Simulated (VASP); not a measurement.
Crystal: TaBiO.

```
Ta Bi O
1.0
     3.75000    0.00000    0.00000
     0.00000    3.75000    0.00000
     0.00000    0.00000    7.72000
Ta Bi O
2 2 2
Direct
  0.00000 0.50000 0.84000
  0.50000 0.00000 0.16000
  0.50000 0.00000 0.64000
  0.00000 0.50000 0.36000
  0.50000 0.50000 0.00000
  0.00000 0.00000 0.00000
```

* Program: VASP 6.6.1
* Task: relaxation of cell and atoms
* Functional: PBE
* Potentials or basis: VASP PAW PBE potentials, release 64 (Ta_pv, Bi_d, O)
* Cutoff: 600 eV
* k mesh: 3 × 3 × 2
* Occupations: gaussian, width 0.15 eV
* Spin: no spin polarisation

At the start: pressure -5.9 GPa; volume 18.09 Å³/atom.

How do energy, volume and symmetry change on relaxing?

Over 30 steps the energy falls by 249.2 meV/atom and the volume is 19.79 Å³/atom (+9.4 %); space group P4/nmm (No. 129, to 0.1 Å) before and after.

Step by step:
| step | energy change (eV) | largest force (eV/Å) | pressure (GPa) | volume (Å³) |
| --- | --- | --- | --- | --- |
| 1 | 0.0000 | 0.7502 | -5.85 | 108.56 |
| 2 | -0.0138 | 0.1413 | 10.90 | 98.47 |
| 3 | -0.1451 | 0.3601 | 1.91 | 103.19 |
| 4 | -0.3083 | 0.6401 | 2.98 | 103.39 |
| 5 | -0.7924 | 0.4559 | 6.78 | 103.37 |
| 6 | -0.2112 | 2.9799 | 23.68 | 100.73 |
| 7 | -0.9663 | 0.4769 | 11.39 | 102.86 |
| 8 | -0.8789 | 1.0014 | 15.17 | 102.26 |
| 9 | -0.9546 | 0.6301 | 13.07 | 102.61 |
| 10 | -0.9843 | 0.6014 | 12.61 | 103.03 |
| 11 | -1.0461 | 0.5405 | 11.27 | 104.30 |
| 12 | -1.0777 | 0.5626 | 9.02 | 106.75 |
| 13 | -1.1279 | 0.5526 | 7.82 | 107.38 |
| 14 | -1.2413 | 0.6252 | 4.40 | 109.27 |
| 15 | -1.3123 | 0.9107 | -1.51 | 113.06 |
| 16 | -1.3143 | 0.8137 | -0.78 | 112.52 |
| 17 | -1.3331 | 0.7082 | -0.65 | 112.63 |
| 18 | -1.3727 | 0.6176 | -0.35 | 112.93 |
| 19 | -1.3800 | 0.4103 | 0.31 | 113.49 |
| 20 | -1.3862 | 0.4864 | 0.07 | 113.31 |
| 21 | -1.3866 | 0.5097 | -0.01 | 113.24 |
| 22 | -1.3990 | 0.4576 | 0.23 | 113.27 |
| 23 | -1.4289 | 0.3039 | 0.95 | 113.35 |
| 24 | -1.4564 | 0.1060 | 2.55 | 113.49 |
| 25 | -1.4688 | 0.0235 | 1.76 | 114.32 |
| 26 | -1.4837 | 0.3516 | -0.47 | 116.81 |
| 27 | -1.4870 | 0.2970 | -0.46 | 117.12 |
| 28 | -1.4935 | 0.1317 | -0.42 | 118.03 |
| 29 | -1.4911 | 0.2036 | -0.35 | 119.87 |
| 30 | -1.4950 | 0.0714 | -0.41 | 118.73 |

Final structure:
```xyz
6
Lattice="3.4649 0.0000 0.0000 0.0000 3.4649 0.0000 0.0000 0.0000 9.8902" Properties=species:S:1:pos:R:3 pbc="T T T"
Ta    0.0000    1.7324    8.6664
Ta    1.7324    0.0000    1.2238
Bi    1.7324    0.0000    6.6649
Bi    0.0000    1.7324    3.2253
O     1.7324    1.7324    0.0000
O     0.0000    0.0000    0.0000
```

Caveat: the k points lie up to 0.60 Å⁻¹ apart in the final cell, too coarse for converged energies and pressures of a metal; a cell axis changed by over 15 % at a fixed basis, so the end point is rough; the relaxation stopped at a loose force limit of 0.08 eV/Å, so its end isn't a converged minimum.
